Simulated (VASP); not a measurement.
The system is ZrB3As4.

```
Zr B As
1.0
    -3.24424    3.24424    3.24424
     3.24424   -3.24424    3.24424
     3.24424    3.24424   -3.24424
Zr B As
1 3 4
Direct
  0.00000 0.00000 0.00000
  0.00000 0.50000 0.50000
  0.50000 0.00000 0.50000
  0.50000 0.50000 0.00000
  0.50000 0.50000 0.50000
  0.00000 0.00000 0.50000
  0.00000 0.50000 0.00000
  0.50000 0.00000 0.00000
```

```yaml
Program: VASP 6.6.1
Task: relaxation of cell and atoms
Functional: PBE
Potentials_or_basis: VASP PAW PBE potentials, release 64 (Zr_sv, B, As)
Cutoff: 600 eV
k_mesh: 4 × 4 × 4
Occupations: gaussian, width 0.1 eV
Spin: no spin polarisation
```

At the start: pressure -10.5 GPa; volume 17.07 Å³/atom.

Problem. Where does the relaxation end?

Solution. Over 3 steps the energy falls by 79.5 meV/atom and the volume is 14.94 Å³/atom (-12.5 %); space group Im-3m (No. 229, to 0.05 Å).

The path:
| step | energy change (eV) | largest force (eV/Å) | pressure (GPa) | volume (Å³) |
| --- | --- | --- | --- | --- |
| 1 | 0.0000 | 0.0000 | -10.54 | 136.58 |
| 2 | -0.5888 | 0.0000 | 3.91 | 115.56 |
| 3 | -0.6358 | 0.0000 | 0.04 | 119.49 |

Final structure:
```
CELL_PARAMETERS angstrom
-3.10284 3.10284 3.10284
3.10284 -3.10284 3.10284
3.10284 3.10284 -3.10284
ATOMIC_POSITIONS crystal
Zr 0.00000 0.00000 0.00000
B 0.00000 0.50000 0.50000
B 0.50000 0.00000 0.50000
B 0.50000 0.50000 0.00000
As 0.50000 0.50000 0.50000
As 0.00000 0.00000 0.50000
As 0.00000 0.50000 0.00000
As 0.50000 0.00000 0.00000
```
